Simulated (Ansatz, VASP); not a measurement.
**In3Sb2As in VASP and in Ansatz**

```xyz
6
Lattice="3.0367 0.0000 0.0000 0.0000 18.1566 0.0000 0.0000 0.0000 3.0453" Properties=species:S:1:pos:R:3 pbc="T T T"
In    0.0000    2.8239    2.8496
In    0.0000    9.0783    2.6513
In    0.0000   15.3328    2.8496
Sb    0.0000    5.9689    2.6638
Sb    0.0000   12.1877    2.6638
As    0.0000    0.0000    2.3098
```

Alike in both runs: functional PBE; k mesh 12 × 2 × 12; occupations gaussian, width 0.1 eV; no spin polarisation.

Ansatz relaxed the structure, and its values are those at the end. VASP's run is a single point on that final structure, the one shown.

|  | VASP | Ansatz |
| --- | --- | --- |
| version | VASP 6.6.1 | Ansatz 0.2.0 |
| potentials or method | VASP PAW PBE potentials, release 64 (In_d, Sb, As), cutoff 520 eV | scalar-relativistic, plane waves, PAW |
| valence electrons in the cell | 54 | 84 |

|  | VASP | Ansatz | Ansatz less VASP |
| --- | --- | --- | --- |
| gap on the k mesh at the Fermi level (eV) | none | none | - |
| pressure (GPa) | 0.0 | 0.0 | +0.03 |

A gap of «none» marks a metal or a gap that the smearing closes. VASP's potentials hold 54 valence electrons a cell and Ansatz's 84, so a difference there can come from the potentials and not from the codes.

Neither program's run includes spin-orbit coupling.
